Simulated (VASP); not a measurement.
A run of VASP 6.6.1 is set up as follows.

Contents of INCAR:

```
SYSTEM = Ca3Ge
PREC = Accurate
ENCUT = 520
EDIFF = 1E-7
ISMEAR = 0
SIGMA = 0.1
LREAL = .False.
LASPH = .True.
NELM = 100
ALGO = Fast
ISIF = 2
LWAVE = .False.
LCHARG = .True.
GGA = PE
LELF = .True.
LVHAR = .True.
NBANDS = 30
```

The input KPOINTS:

```
regular mesh
0
Gamma
  4 4 2
  0 0 0
```

The input POSCAR:

```
Ca3Ge
1.0
    3.7396828196      0.0000000000      0.0000000000
    0.0000000000      3.7396828196      0.0000000000
    0.0000000000      0.0000000000      9.3766998490
Ca Ge
3 1
Direct
    0.0000000000      0.0000000000      0.3186506413
    0.5000000000      0.5000000000      0.0000000000
    0.0000000000      0.0000000000      0.6813493587
    0.5000000000      0.5000000000      0.5000000000
```

Potentials or basis: VASP PAW PBE potentials, release 64 (Ca_sv, Ge_d).

The run is started by

```sh
$ cat potpaw_PBE.64/Ca_sv/POTCAR potpaw_PBE.64/Ge_d/POTCAR > POTCAR
$ mpirun -np 1 vasp_std > vasp.out
```

Q: Estimate the band gap on the k mesh.

A: Zero (bands 22 and 23 overlap by 1.34 eV).

Q: What does it give for the largest force?

A: 0.018 eV/Å.

Forces in eV/Å, atoms in the order of the input:
```
Ca   0.000  0.000  0.018
Ca   0.000  0.000  0.000
Ca   0.000  0.000 -0.018
Ge   0.000  0.000  0.000
```

Caveat: the k points lie up to 0.42 Å⁻¹ apart, too coarse for converged energies and pressures of a metal.
